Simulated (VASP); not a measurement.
Set up this calculation in VASP 6.6.1, as the native input.

```yaml
Task: single point
Functional: PBE
Potentials_or_basis: VASP PAW PBE potentials, release 64 (Ti_sv, N)
Cutoff: 520 eV
k_mesh: 18 × 18 × 18
Occupations: gaussian, width 0.1 eV
Spin: no spin polarisation
Dipole_correction: no
Further_INCAR_settings: ALGO = Normal; EDIFF = 1e-07; NBANDS = 16
```

The structure of TiN lies in POSCAR:

```
TiN
1.0
    0.0000000000      2.0800192085      2.0800192085
    2.0800192085      0.0000000000      2.0800192085
    2.0800192085      2.0800192085      0.0000000000
Ti N
1 1
Direct
    0.0000000000      0.0000000000      0.0000000000
    0.5000000000      0.5000000000      0.5000000000
```

This cell differs from its parent crystal: volume scaled by 0.94.

These files were run (other wordings do the same):

INCAR

```
ALGO = Normal
EDIFF = 1E-7
ENCUT = 520
GGA = PE
ISIF = 2
ISMEAR = 0
LASPH = T
LCHARG = F
LREAL = F
LWAVE = F
NBANDS = 16
NELM = 60
PREC = Accurate
SIGMA = 0.1
```

KPOINTS

```
k-points
0
Gamma
  18 18 18
```

Potentials or basis: VASP PAW PBE potentials, release 64 (Ti_sv, N).

The run is started by

```sh
$ cat potpaw_PBE.64/Ti_sv/POTCAR potpaw_PBE.64/N/POTCAR > POTCAR
$ mpirun -np 1 vasp_std > vasp.out
```

Results of the run:

```yaml
Pressure: 20.1 GPa
```

Wall time 43 s on 1 thread of Intel(R) Xeon(R) 6975P-C (Granite Rapids), on a shared host, peak memory 0.18 GiB.
